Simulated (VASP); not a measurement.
LiH3: relaxation of cell and atoms with PBE

The system is LiH3.

```
CELL_PARAMETERS angstrom
4.15660 0.00000 0.00000
-2.07830 3.59972 0.00000
0.00000 0.00000 5.38887
ATOMIC_POSITIONS crystal
Li 0.00000 0.00000 0.50000
H 0.00000 0.00000 0.81361
H 0.00000 0.00000 0.18639
H 0.00000 0.00000 0.00000
```

The cell was generated, and may not be a known phase.

- Program: VASP 6.6.1
- Task: relaxation of cell and atoms
- Functional: PBE
- Potentials or basis: VASP PAW PBE potentials, release 64 (Li_sv, H_h)
- Cutoff: 1230 eV
- k mesh: 6 × 6 × 6
- Occupations: gaussian, width 0.02 eV
- Spin: no spin polarisation
- Dipole correction: no
- Further INCAR settings: ALGO = Normal; EDIFF = 1e-07; IBRION = 2; EDIFFG = -0.01; NSW = 100; ISIF = 3

```
Relaxed volume                        : 31.07 Å³/atom
Relaxed cell                          : a = 5.145 Å, b = 5.145 Å, c = 5.422 Å, α = 90.00°, β = 90.00°, γ = 120.00°
Space group after relaxing (to 0.1 Å) : P6/mmm (No. 191)
Energy gained by relaxing             : 7.6 meV/atom
Ionic steps                           : 33
Pressure after relaxing               : 0.0 GPa
Band gap on the k mesh                : 2.97 eV (least direct gap 3.06 eV)
```

Step by step:
```
step  energy change (eV)  largest force (eV/Å)  pressure (GPa)  volume (Å³)
   1              0.0000                0.0252            0.18        80.63
   2             -0.0006                0.0033            0.20        80.90
   3             -0.0019                0.0634            0.26        81.72
   4             -0.0025                0.2002            0.37        83.36
   5             -0.0027                0.2007            0.37        83.46
   6             -0.0031                0.2024            0.37        83.75
   7             -0.0039                0.2059            0.36        84.34
   8             -0.0055                0.2126            0.34        85.52
   9             -0.0083                0.2260            0.31        87.91
  10             -0.0131                0.2521            0.26        92.79
  11             -0.0191                0.3020            0.16       102.98
  12             -0.0254                0.0057           -0.05       105.61
  13             -0.0254                0.0125           -0.07       105.78
  14             -0.0262                0.0278           -0.01       106.06
  15             -0.0265                0.0493            0.07       106.44
  16             -0.0268                0.0024            0.10       106.84
  17             -0.0269                0.0213            0.12       107.04
  18             -0.0272                0.0241            0.09       107.58
  19             -0.0276                0.0304            0.04       108.81
  20             -0.0274                0.0420           -0.07       111.29
  21             -0.0277                0.0350            0.00       109.72
  22             -0.0280                0.0129           -0.02       110.47
  23             -0.0286                0.0528           -0.05       112.75
  24             -0.0289                0.0447           -0.03       113.17
  25             -0.0295                0.0202            0.02       114.45
  26             -0.0294                0.0298            0.13       117.02
  27             -0.0296                0.0027            0.08       115.64
  28             -0.0298                0.0041            0.07       116.47
  29             -0.0302                0.0082            0.06       118.97
  30             -0.0303                0.0161            0.04       124.05
  31             -0.0304                0.0349           -0.03       124.41
  32             -0.0304                0.0106            0.00       124.23
  33             -0.0305                0.0012           -0.01       124.27
```

Final structure:
```xyz
4
Lattice="5.1445 0.0000 0.0000 -2.5723 4.4553 0.0000 0.0000 0.0000 5.4219" Properties=species:S:1:pos:R:3 pbc="T T T"
Li    0.0000    0.0000    2.7110
H     0.0000    0.0000    4.4143
H    -2.5723    4.4553    1.0076
H     0.0000    0.0000    0.0000
```

Levels at points of the mesh, in eV from the valence-band top:
| k point | band 1 | band 2 | band 3 | band 4 | band 5 | band 6 | band 7 |
| --- | --- | --- | --- | --- | --- | --- | --- |
| (0.00, 0.00, 0.00) | -45.31 | -5.23 | -0.10 | 2.97 | 6.51 | 6.51 | 7.18 |
| (0.50, 0.00, 0.00) | -45.31 | -5.18 | -0.01 | 3.42 | 4.53 | 5.75 | 7.48 |
| (0.00, 0.00, 0.50) | -45.31 | -5.26 | -0.34 | 5.12 | 5.59 | 7.11 | 7.41 |
| (0.50, 0.00, 0.50) | -45.31 | -5.22 | -0.07 | 4.22 | 5.35 | 6.41 | 6.80 |

It took 9.9 min on 1 thread of Intel(R) Xeon(R) 6975P-C (Granite Rapids) (shared host), peak memory 0.42 GiB.

Caveat: the volume moved by over 15 % at a fixed basis, so the end points are rough. A k mesh can miss the band edges.
